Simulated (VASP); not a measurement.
# MgO (I4mm) in VASP: a series of runs, part 2 of 2

VASP 6.6.1. Earlier steps stand in the parts before.

### Step 5. Single point, PBEsol

File INCAR:

```
SYSTEM = MgO
PREC = Accurate
ENCUT = 520
EDIFF = 1E-6
ISMEAR = 0
SIGMA = 0.05
LREAL = .False.
LASPH = .True.
NELM = 60
ALGO = Normal
ISIF = 2
LWAVE = .False.
LCHARG = .True.
GGA = PS
LELF = .True.
LVHAR = .True.
NBANDS = 11
```

File KPOINTS:

```
Automatic mesh
0
Gamma
  10 10 10
  0 0 0
```

File POSCAR:

```
MgO
1.0
    0.0000000000      2.1250890106      2.1250890106
    2.1250890106      0.0000000000      2.1250890106
    2.1250890106      2.1250890106      0.0000000000
Mg O
1 1
Direct
    0.0252360405      0.0252360405     -0.0252360405
    0.4616624812      0.4616624812      0.5383375188
```

Potentials or basis: VASP PAW PBE potentials, release 64 (Mg, O).

On the command line:

```
$ cat potpaw_PBE.64/Mg/POTCAR potpaw_PBE.64/O/POTCAR > POTCAR
$ mpirun -np 1 vasp_std > vasp.out
```

OUTCAR:

```text
SYSTEM = MgO
   PREC = Accurate
   ENCUT = 520
   EDIFF = 1E-6
   ISMEAR = 0
   LREAL = .False.
   LASPH = .True.
   NELM = 60
   ISIF = 2
   GGA = PS

 ion  position               nearest neighbor table
   1  0.025  0.025  0.975-   2 1.85   2 2.14   2 2.14   2 2.14   2 2.14   2 2.40
   2  0.462  0.462  0.538-   1 1.85   1 2.14   1 2.14   1 2.14   1 2.14   1 2.40

  LATTYP: Found a face centered cubic cell.
 ALAT       =     4.2501780212

  Lattice vectors:

 A1 = (   0.0000000000,   2.1250890106,   2.1250890106)
 A2 = (   2.1250890106,   0.0000000000,   2.1250890106)
 A3 = (   2.1250890106,   2.1250890106,   0.0000000000)

Analysis of symmetry for initial positions (statically):
=====================================================================
 Subroutine PRICEL returns:
 Original cell was already a primitive cell.

 Routine SETGRP: Setting up the symmetry group for a
 face centered cubic supercell.

 Subroutine GETGRP returns: Found  8 space group operations
 (whereof  8 operations were pure point group operations)
 out of a pool of 48 trial point group operations.

The static configuration has the point symmetry C_4v.

Analysis of symmetry for dynamics (positions and initial velocities):
=====================================================================
 Subroutine PRICEL returns:
 Original cell was already a primitive cell.

 Routine SETGRP: Setting up the symmetry group for a
 face centered cubic supercell.

 Subroutine GETGRP returns: Found  8 space group operations
 (whereof  8 operations were pure point group operations)
 out of a pool of 48 trial point group operations.

The dynamic configuration has the point symmetry C_4v.

 Subroutine INISYM returns: Found  8 space group operations
 (whereof  8 operations are pure point group operations),
 and found     1 'primitive' translations

----------------------------------------------------------------------------------------

                                     Primitive cell

  volume of cell :      19.1938
[... 117 lines left out ...]
   IVDW    =     0    specifies the selected vdW correction
   LEPSILON=     F    determine dielectric tensor
   LRPA    =     F    only Hartree local field effects (RPA)
 non-spin polarized calculation
 Gauss-broadening in eV      SIGMA  =   0.05
  energy-cutoff  :      520.00
  volume of cell :       19.19
 maximum number of plane-waves:       534
 NGX is ok and might be reduce to    24
   NGX = 11   NGY = 11   NGZ = 11

 number of electron       8.0000002 magnetization

 Free energy of the ion-electron system (eV)
  ---------------------------------------------------
  ext. energy  EPLUGINS =         0.00000000
  ---------------------------------------------------
  free energy    TOTEN  =       -12.28233301 eV

  energy without entropy =      -12.28233301  energy(sigma->0) =      -12.28233301

 E-fermi :   3.1021     XC(G=0): -11.1529

 val. band max:        2.8003468602   @ k =   0.0000   0.0000   0.0000
 cond. band min:       7.1659790865   @ k =   0.0000   0.0000   0.0000
 fundamental gap:      4.3656322262
 Fermi energy:         3.1021236695

 k-point     1 :       0.0000    0.0000    0.0000
  band No.  band energies     occupation
      1     -14.2348      2.00000
      2       2.7150      2.00000
      3       2.8003      2.00000
      4       2.8003      2.00000
      5       7.1660      0.00000
      6      18.4684      0.00000
      7      18.6187      0.00000
      8      18.6187      0.00000
      9      21.9653      0.00000
     10      24.0200      0.00000
     11      24.1816      0.00000
[... 309 lines left out ...]
 k-point    24 :       0.0000   -0.1000    0.1000
  band No.  band energies     occupation
      1     -13.9739      2.00000
      2       1.4141      2.00000
      3       2.4796      2.00000
      4       2.6811      2.00000
      5       8.5743      0.00000
      6      16.0899      0.00000
      7      18.7088      0.00000
      8      19.2396      0.00000
      9      22.2328      0.00000
     10      23.4382      0.00000
     11      25.0295      0.00000

 [... further k-points ...]

------------------------ aborting loop because EDIFF is reached ----------------------------------------

  FORCE on cell =-STRESS in cart. coord.  units (eV):
  Direction    XX          YY          ZZ          XY          YZ          ZX
  --------------------------------------------------------------------------------------
  -------------------------------------------------------------------------------------
  Total       -0.6712995     -0.6712995      2.3913493      0.0000000      0.0000000      0.0000000
  in kB      -56.0357924    -56.0357924    199.6145649      0.0000000      0.0000000      0.0000000
  external PRESSURE =      29.1809934 kB  Pullay stress =       0.0000000 kB

 VOLUME and BASIS-vectors are now :
 -----------------------------------------------------------------------------
  energy-cutoff  :      520.00
  volume of cell :       19.19
      direct lattice vectors                 reciprocal lattice vectors
     0.000000000  2.125089011  2.125089011    -0.235284262  0.235284262  0.235284262
     2.125089011  0.000000000  2.125089011     0.235284262 -0.235284262  0.235284262
     2.125089011  2.125089011  0.000000000     0.235284262  0.235284262 -0.235284262

 POSITION                                       TOTAL-FORCE (eV/Angst)
 -----------------------------------------------------------------------------------
      2.12509      2.12509      0.10726         0.000000      0.000000     -2.042630
      2.12509      2.12509      1.96215         0.000000      0.000000      2.042630
 -----------------------------------------------------------------------------------
    total drift:                               -0.000000     -0.000000      0.000084

  FREE ENERGIE OF THE ION-ELECTRON SYSTEM (eV)
  ---------------------------------------------------
  free  energy   TOTEN  =       -12.2823330142 eV

  energy  without entropy=      -12.2823330142  energy(sigma->0) =      -12.28233301
```

It took 12 s on 1 thread of AMD EPYC 9R45 (Zen 5), shared host; peak memory 0.12 GiB.

What came out:

| Item | Value |
| --- | --- |
| Free energy | -12.2823 eV |
| Pressure | 2.9 GPa |
| Largest force | 2.043 eV/Å |
| Band gap on the k mesh | 4.37 eV, direct |

Forces on the atoms (eV/Å):
```
Mg   0.000  0.000 -2.043
O    0.000  0.000  2.043
```

Caveat: the PAW data sets were made with another functional, which shifts forces and pressure a little. A hybrid or GW would open this gap; PBEsol tends to underestimate it.
